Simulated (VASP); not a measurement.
Wanted: the native input for a VASP 6.6.1 run.

```yaml
Task: single point
Functional: r2SCAN
Dispersion: rVV10
Potentials_or_basis: VASP PAW PBE potentials, release 64 (Au_sv_GW)
Cutoff: 590 eV
k_mesh: 11 × 11 × 11
Occupations: fermi-dirac, width 0.05 eV
Spin: no spin polarisation
Dipole_correction: no
Further_INCAR_settings: ALGO = Normal; EDIFF = 1e-06; NBANDS = 16
```

Au:

```
Au
1.0
     0.00000    2.06178    2.06178
     2.06178    0.00000    2.06178
     2.06178    2.06178    0.00000
Au
1
Direct
  0.00000 0.00000 0.00000
```

One way to write it, as run:

POSCAR

```
Au
1.0
    0.0000000000      2.0617793868      2.0617793868
    2.0617793868      0.0000000000      2.0617793868
    2.0617793868      2.0617793868      0.0000000000
Au
1
Direct
    0.0000000000      0.0000000000      0.0000000000
```

INCAR.step1

```
SYSTEM = Au
PREC = Accurate ; ENCUT = 590
ISMEAR = -1 ; SIGMA = 0.05
LREAL = .FALSE. ; LASPH = .TRUE.
NELM = 120 ; NBANDS = 16
GGA = PE ; ALGO = Normal
EDIFF = 1E-5 ; LWAVE = .TRUE.
LCHARG = .FALSE. ; GGA_COMPAT = .FALSE.
```

INCAR.step2

```
SYSTEM = Au
PREC = Accurate ; ENCUT = 590
EDIFF = 1E-6 ; ISMEAR = -1
SIGMA = 0.05 ; LREAL = .FALSE.
LASPH = .TRUE. ; NELM = 120
ALGO = Normal ; ISIF = 2
LWAVE = .FALSE. ; LCHARG = .FALSE.
METAGGA = R2SCAN ; LMIXTAU = .TRUE.
LUSE_VDW = .TRUE. ; IVDW_NL = 2
BPARAM = 11.95 ; CPARAM = 0.0093
NBANDS = 16 ; ISTART = 1
GGA_COMPAT = .FALSE.
```

KPOINTS

```
Automatic mesh
0
G
  11 11 11
  0 0 0
```

Potentials or basis: VASP PAW PBE potentials, release 64 (Au_sv_GW).

The run is started by

```console
$ cat potpaw_PBE.64/Au_sv_GW/POTCAR > POTCAR
$ cp INCAR.step1 INCAR
$ mpirun -np 1 vasp_std > vasp.out
$ cp INCAR.step2 INCAR
$ mpirun -np 1 vasp_std > vasp.out
```

Results of the run:

| Quantity | Value |
| --- | --- |
| Pressure | -2.4 GPa |
| Band gap on the k mesh | zero (an odd number of electrons rules out a gap without spin polarisation) |

Caveat: the PAW data sets were made with another functional, which shifts forces and pressure a little; spin-orbit coupling is left out, which moves the levels of the heavy elements.

Wall time 95 s on 1 thread of Intel(R) Xeon(R) Platinum 8259CL CPU @ 2.50GHz (Skylake/Cascade Lake), with other jobs on the host, peak memory 0.23 GiB.
